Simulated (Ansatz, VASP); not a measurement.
## One calculation of WS2, two programs

INCAR

```
SYSTEM = WS2
ALGO = Normal
EDIFF = 1E-6
ENCUT = 520
GGA = PE
ISIF = 2
ISMEAR = 0
LASPH = .True.
LCHARG = .False.
LREAL = .False.
LWAVE = .False.
NBANDS = 20
NELM = 100
PREC = Accurate
SIGMA = 0.1
```

KPOINTS

```
k-points
0
Gamma
  6 6 6
  0 0 0
```

Contents of POSCAR:

```
WS2
1.0
    1.5924332100      0.9193917500      6.4898004500
   -1.5924332100      0.9193917500      6.4898004500
    0.0000000000     -1.8387835000      6.4898004500
W S
1 2
Direct
    0.0006678700      0.0006678700      0.0006678700
    0.4141123300      0.4141123300      0.4141123300
    0.2539198100      0.2539198100      0.2539198100
```

Input for Ansatz:

```yaml
crystal:
  lattice:
    - [1.592433, 0.919392, 6.4898]
    - [-1.592433, 0.919392, 6.4898]
    - [0.0, -1.838784, 6.4898]
  atoms:
    - { symbol: W, position: [0.000668, 0.000668, 0.000668] }
    - { symbol: S, position: [0.414112, 0.414112, 0.414112] }
    - { symbol: S, position: [0.25392, 0.25392, 0.25392] }
basis:
  ecutwfc: 420
kpoints:
  mp_grid: { grid: [6, 6, 6] }
hamiltonian:
  xc: pbe
scf:
  occupations: { method: gaussian, width: 0.1 }
output:
  forces: true
  stress: true
  eigenvalues: true
```

Alike in both runs: task single point; functional PBE; k mesh 6 × 6 × 6; occupations gaussian, width 0.1 eV; no spin polarisation.

|  | VASP | Ansatz |
| --- | --- | --- |
| version | VASP 6.6.1 | Ansatz 0.2.0 |
| potentials or method | VASP PAW PBE potentials, release 64 (W_sv, S), cutoff 520 eV | scalar-relativistic, plane waves, PAW |
| valence electrons in the cell | 26 | 26 |

```tsv
	VASP	Ansatz	Ansatz less VASP
gap on the k mesh at the Fermi level (eV)	1.26	1.24	-0.018
least direct gap on the mesh (eV)	1.79	1.79	-0.003
pressure (GPa)	1.8	1.8	+0.04
traceless stress, the component that is largest in VASP (GPa)	1.11	1.12	+0.010
rms of the force components (eV/Å)	0.099	0.098	-0.0010
```

Atom by atom the forces differ by 0.001 eV/Å (rms over components).

Neither program's run includes spin-orbit coupling.
